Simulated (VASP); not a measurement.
Input of a VASP 6.6.1 run:

The input INCAR:

```
SYSTEM = Al2Au
PREC = Accurate
ENCUT = 520
EDIFF = 1E-6
ISMEAR = -1
SIGMA = 0.1
LREAL = .False.
LASPH = .True.
NELM = 80
ALGO = Normal
ISIF = 2
LWAVE = .False.
LCHARG = .True.
GGA = PS
LELF = .True.
LVHAR = .True.
NBANDS = 16
```

KPOINTS

```
Automatic mesh
0
Gamma
  9 9 9
  0 0 0
```

File POSCAR:

```
Al2Au
1.0
    0.0000000000      3.0017063406      3.0017063406
    3.0017063406      0.0000000000      3.0017063406
    3.0017063406      3.0017063406      0.0000000000
Al Au
2 1
Direct
    0.2500000000      0.2500000000      0.2500000000
    0.7500000000      0.7500000000      0.7500000000
    0.0000000000      0.0000000000      0.0000000000
```

Potentials or basis: VASP PAW PBE potentials, release 64 (Al, Au).

Launch:

```bash
$ cat potpaw_PBE.64/Al/POTCAR potpaw_PBE.64/Au/POTCAR > POTCAR
$ mpirun -np 1 vasp_std > vasp.out
```

Estimate the pressure.

-0.2 GPa.

Caveat: the PAW data sets were made with another functional, which shifts forces and pressure a little.
